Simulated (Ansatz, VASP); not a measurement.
## One calculation of SrTiO3, two programs

```
Sr Ti O
1.0
     3.89113    0.00000    0.00000
     0.00000    3.89113    0.00000
     0.00000    0.00000    3.89113
Sr Ti O
1 1 3
Cartesian
  1.9456 1.9456 1.9456
  0.0000 0.0000 0.0000
  1.9456 0.0000 0.0000
  0.0000 1.9456 0.0000
  0.0000 0.0000 1.9456
```

Alike in both runs: functional PBEsol; k mesh 8 × 8 × 8; occupations gaussian, width 0.02 eV; no spin polarisation.

Ansatz relaxed the structure, and its values are those at the end. VASP's run is a single point on that final structure, the one shown.

|  | VASP | Ansatz |
| --- | --- | --- |
| version | VASP 6.6.1 | Ansatz 0.2.0 |
| potentials or method | VASP PAW PBE potentials, release 64 (Sr_sv, Ti_sv, O), cutoff 520 eV | scalar-relativistic, plane waves, PAW |
| valence electrons in the cell | 40 | 40 |

VASP gave:

```
gap on the k mesh at the Fermi level (eV) : 1.82
least direct gap on the mesh (eV)         : 2.17
pressure (GPa)                            : 0.7
```

Task: Estimate Ansatz's values.

Result: gap on the k mesh at the Fermi level (eV): 1.85; least direct gap on the mesh (eV): 2.19; pressure (GPa): 0.0.

VASP's potentials were made for PBE, not for PBEsol. With one functional, cell and mesh, what is left measures potentials, basis and numerics.
